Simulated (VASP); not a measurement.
A run of VASP 6.6.1:

INCAR

```
PREC = Accurate ; ENCUT = 520
EDIFF = 1E-6 ; ISMEAR = -1
SIGMA = 0.05 ; LREAL = False
LASPH = True ; NELM = 60
ALGO = Normal ; ISIF = 2
LWAVE = False ; LCHARG = False
GGA = PE ; NBANDS = 35
```

Contents of KPOINTS:

```
Automatic mesh
0
Gamma
  10 10 3
```

POSCAR

```
MoS2
1.0
    3.1899873666      0.0000000000      0.0000000000
   -1.5949936833      2.7626100972      0.0000000000
    0.0000000000      0.0000000000     12.4056182726
Mo S
2 4
Direct
    0.6666666667      0.3333333333      0.7500000000
    0.3333333333      0.6666666667      0.2500000000
    0.6666666667      0.3333333333      0.3770000000
    0.3333333333      0.6666666667      0.8770000000
    0.6666666667      0.3333333333      0.1230000000
    0.3333333333      0.6666666667      0.6230000000
```

Potentials or basis: VASP PAW PBE potentials, release 64 (Mo_sv, S).

Run with:

```bash
$ cat potpaw_PBE.64/Mo_sv/POTCAR potpaw_PBE.64/S/POTCAR > POTCAR
$ mpirun -np 1 vasp_std > vasp.out
```

Hardware: 1 thread of Intel(R) Xeon(R) 6975P-C (Granite Rapids), on a shared host.

Q: Estimate the wall time of this run.

A: Run time: 50 s on 1 thread of Intel(R) Xeon(R) 6975P-C (Granite Rapids), on a shared host, peak memory 0.26 GiB. Counts: scf iterations 15, k points 28.
